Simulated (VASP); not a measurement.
# Os (Fd-3m) in VASP: a series of runs, part 3 of 3

VASP 6.6.1. Earlier steps stand in the parts before.

## (6) Single point, PBEsol

This run uses another cell than the first one, of 20.82 Å³/atom.

Contents of INCAR:

```
ALGO = Normal
EDIFF = 1E-6
ENCUT = 520
GGA = PS
ISIF = 2
ISMEAR = -1
LASPH = T
LCHARG = F
LREAL = F
LWAVE = F
NBANDS = 15
NELM = 100
PREC = Accurate
SIGMA = 0.1
```

Contents of KPOINTS:

```
k-points
0
Gamma
  16 16 16
```

Contents of POSCAR:

```
Os
1.0
    0.0000000000      2.7512045194      2.7512045194
    2.7512045194      0.0000000000      2.7512045194
    2.7512045194      2.7512045194      0.0000000000
Os
2
Direct
    0.1250000000      0.1250000000      0.1250000000
    0.8750000000      0.8750000000      0.8750000000
```

Potentials or basis: VASP PAW PBE potentials, release 64 (Os).

On the command line:

```console
$ cat potpaw_PBE.64/Os/POTCAR > POTCAR
$ mpirun -np 1 vasp_std > vasp.out
```

OUTCAR:

```text
EDIFF = 1E-6
   ENCUT = 520
   GGA = PS
   ISIF = 2
   ISMEAR = -1
   LASPH = T
   LREAL = F
   NELM = 100
   PREC = Accurate

 ion  position               nearest neighbor table
   1  0.125  0.125  0.125-   2 2.38   2 2.38   2 2.38   2 2.38
   2  0.875  0.875  0.875-   1 2.38   1 2.38   1 2.38   1 2.38

  LATTYP: Found a face centered cubic cell.
 ALAT       =     5.5024090388

  Lattice vectors:

 A1 = (   0.0000000000,   2.7512045194,   2.7512045194)
 A2 = (   2.7512045194,   0.0000000000,   2.7512045194)
 A3 = (   2.7512045194,   2.7512045194,   0.0000000000)

Analysis of symmetry for initial positions (statically):
=====================================================================
 Subroutine PRICEL returns:
 Original cell was already a primitive cell.

 Routine SETGRP: Setting up the symmetry group for a
 face centered cubic supercell.

 Subroutine GETGRP returns: Found 48 space group operations
 (whereof 12 operations were pure point group operations)
 out of a pool of 48 trial point group operations.

The static configuration has the point symmetry D_3d.
 The point group associated with its full space group is O_h .

Analysis of symmetry for dynamics (positions and initial velocities):
=====================================================================
 Subroutine PRICEL returns:
 Original cell was already a primitive cell.

 Routine SETGRP: Setting up the symmetry group for a
 face centered cubic supercell.

 Subroutine GETGRP returns: Found 48 space group operations
 (whereof 12 operations were pure point group operations)
 out of a pool of 48 trial point group operations.

The dynamic configuration has the point symmetry D_3d.
 The point group associated with its full space group is O_h .

 Subroutine INISYM returns: Found 48 space group operations
 (whereof 12 operations are pure point group operations),
 and found     1 'primitive' translations

[... 121 lines left out ...]
   AEXX    =    0.0000 exact exchange contribution
   IVDW    =     0    specifies the selected vdW correction
   LEPSILON=     F    determine dielectric tensor
   LRPA    =     F    only Hartree local field effects (RPA)
 non-spin polarized calculation
  energy-cutoff  :      520.00
  volume of cell :       41.65
 maximum number of plane-waves:      1139
 NGX is ok and might be reduce to    30
   NGX = 15   NGY = 15   NGZ = 15

 number of electron      16.0000001 magnetization

 Free energy of the ion-electron system (eV)
  ---------------------------------------------------
  ext. energy  EPLUGINS =         0.00000000
  ---------------------------------------------------
  free energy    TOTEN  =       -21.59561759 eV

  energy without entropy =      -21.54058011  energy(sigma->0) =      -21.56809885

 E-fermi :   4.5022     XC(G=0): -11.5237

 val. band max:        4.4942369083   @ k =   0.4375   0.0625   0.0000
 cond. band min:       4.5093609974   @ k =   0.4375   0.1875   0.0000
 fundamental gap:      0.0151240891
 Fermi energy:         4.5021633720

 k-point     1 :       0.0000    0.0000    0.0000
  band No.  band energies     occupation
      1      -3.2657      2.00000
      2       0.1808      2.00000
      3       0.1808      2.00000
      4       0.8515      2.00000
      5       0.8515      2.00000
      6       0.8515      2.00000
      7       3.9290      1.99354
      8       3.9290      1.99354
      9       3.9290      1.99354
     10       7.1632      0.00000
     11       7.1632      0.00000
     12      15.7803      0.00000
     13      15.9231      0.00000
     14      17.3781      0.00000
[... 401 lines left out ...]
      2      -0.0091      2.00000
      3       0.1668      2.00000
      4       0.8472      2.00000
      5       0.9261      2.00000
      6       1.1162      2.00000
      7       3.6679      1.99952
      8       3.8414      1.99730
      9       4.0033      1.98646
     10       7.0572      0.00000
     11       7.2241      0.00000
     12      15.1524      0.00000
     13      15.9224      0.00000
     14      16.9429      0.00000
     15      17.2207      0.00000

 [... further k-points ...]

------------------------ aborting loop because EDIFF is reached ----------------------------------------

  FORCE on cell =-STRESS in cart. coord.  units (eV):
  Direction    XX          YY          ZZ          XY          YZ          ZX
  --------------------------------------------------------------------------------------
  -------------------------------------------------------------------------------------
  Total       -0.2834339     -0.2834339     -0.2834339      0.0000000      0.0000000      0.0000000
  in kB      -10.9034463    -10.9034463    -10.9034463      0.0000000      0.0000000      0.0000000
  external PRESSURE =     -10.9034463 kB  Pullay stress =       0.0000000 kB

 VOLUME and BASIS-vectors are now :
 -----------------------------------------------------------------------------
  energy-cutoff  :      520.00
  volume of cell :       41.65
      direct lattice vectors                 reciprocal lattice vectors
     0.000000000  2.751204519  2.751204519    -0.181738579  0.181738579  0.181738579
     2.751204519  0.000000000  2.751204519     0.181738579 -0.181738579  0.181738579
     2.751204519  2.751204519  0.000000000     0.181738579  0.181738579 -0.181738579

 POSITION                                       TOTAL-FORCE (eV/Angst)
 -----------------------------------------------------------------------------------
      0.68780      0.68780      0.68780        -0.000000      0.000000      0.000000
      4.81461      4.81461      4.81461         0.000000     -0.000000     -0.000000
 -----------------------------------------------------------------------------------
    total drift:                               -0.000000      0.000000      0.000000

  FREE ENERGIE OF THE ION-ELECTRON SYSTEM (eV)
  ---------------------------------------------------
  free  energy   TOTEN  =       -21.5956175884 eV

  energy  without entropy=      -21.5405801123  energy(sigma->0) =      -21.56809885
```

OSZICAR:

```text
N       E                     dE             d eps       ncg     rms          rms(c)
DAV:   1     0.850430737477E+02    0.85043E+02   -0.69506E+03  4350   0.966E+02
DAV:   2    -0.171646815557E+02   -0.10221E+03   -0.87177E+02  4672   0.289E+02
DAV:   3    -0.224221688905E+02   -0.52575E+01   -0.50202E+01  5477   0.566E+01
DAV:   4    -0.224715213719E+02   -0.49352E-01   -0.49294E-01  4889   0.590E+00
DAV:   5    -0.224717926497E+02   -0.27128E-03   -0.27126E-03  5407   0.429E-01    0.143E+01
DAV:   6    -0.217902317428E+02    0.68156E+00   -0.67933E-01  5281   0.635E+00    0.669E+00
DAV:   7    -0.216095575378E+02    0.18067E+00   -0.28499E-01  5365   0.395E+00    0.120E+00
DAV:   8    -0.215955197587E+02    0.14038E-01   -0.20005E-02  4504   0.111E+00    0.215E-01
DAV:   9    -0.215956127903E+02   -0.93032E-04   -0.28000E-04  5078   0.116E-01    0.497E-02
DAV:  10    -0.215956172490E+02   -0.44587E-05   -0.14516E-05  4798   0.342E-02    0.512E-03
DAV:  11    -0.215956175884E+02   -0.33946E-06   -0.10497E-06  3373   0.645E-03
   1 F= -.21595618E+02 E0= -.21568099E+02  d E =-.550375E-01
```

stdout:

```text
POSCAR found type information on POSCAR Os
 POSCAR found :  1 types and       2 ions
 scaLAPACK will be used
 -----------------------------------------------------------------------------
|                                                                             |
|                                                                             |
|     You enforced a specific xc type in the INCAR file but a different       |
|     I HOPE YOU KNOW WHAT YOU ARE DOING!                                     |
|                                                                             |
 -----------------------------------------------------------------------------

 LDA part: xc-table for (Slater+PW92), standard interpolation
 POSCAR, INCAR and KPOINTS ok, starting setup
 FFT: planning ... GRIDC
 FFT: planning ... GRID_SOFT
 FFT: planning ... GRID
 WAVECAR not read
 entering main loop
```

It took 3 min on 1 thread of Intel Xeon 8259CL, shared host; peak memory 0.22 GiB.

Results:

| Quantity | Value |
| --- | --- |
| Free energy | -21.5956 eV |
| Pressure | -1.1 GPa |
| Band gap on the k mesh | zero (bands 8 and 9 overlap by 1.26 eV) |

Caveat: the PAW data sets were made with another functional, which shifts forces and pressure a little; spin-orbit coupling is left out, which moves the levels of the heavy elements.

## (7) Summary

```tsv
task	cell	k mesh	cutoff (eV)	gap on the mesh (eV)	pressure (GPa)
single point	a = 3.942 Å, angles 60.0°, 2 atoms	11 × 11 × 11	520	none	-8.9
single point	a = 3.992 Å, angles 60.0°, 2 atoms	11 × 11 × 11	520	none	-15.2
single point	a = 4.041 Å, angles 60.0°, 2 atoms	11 × 11 × 11	520	none	-20.2
relaxation of cell and atoms	relaxed from a = 3.766 Å, angles 60.0°, 2 atoms	10 × 10 × 10	600	none	0.1
single point	a = 3.891 Å, angles 60.0°, 2 atoms	16 × 16 × 16	520	none	-1.1
```

Alike in all rows: level PBEsol; potentials or basis VASP PAW PBE potentials, release 64 (Os); no spin polarisation; smearing fermi-dirac 0.1 eV.

Caveats: the PAW data sets were made with another functional, which shifts forces and pressure a little; spin-orbit coupling is left out, which moves the levels of the heavy elements; the cell stands under tension (at least some runs).

Total energies depend on the potentials used, so only differences within one code and one set of settings carry meaning.

The gap in the log of VASP goes by the Fermi energy; the results here count the filled bands.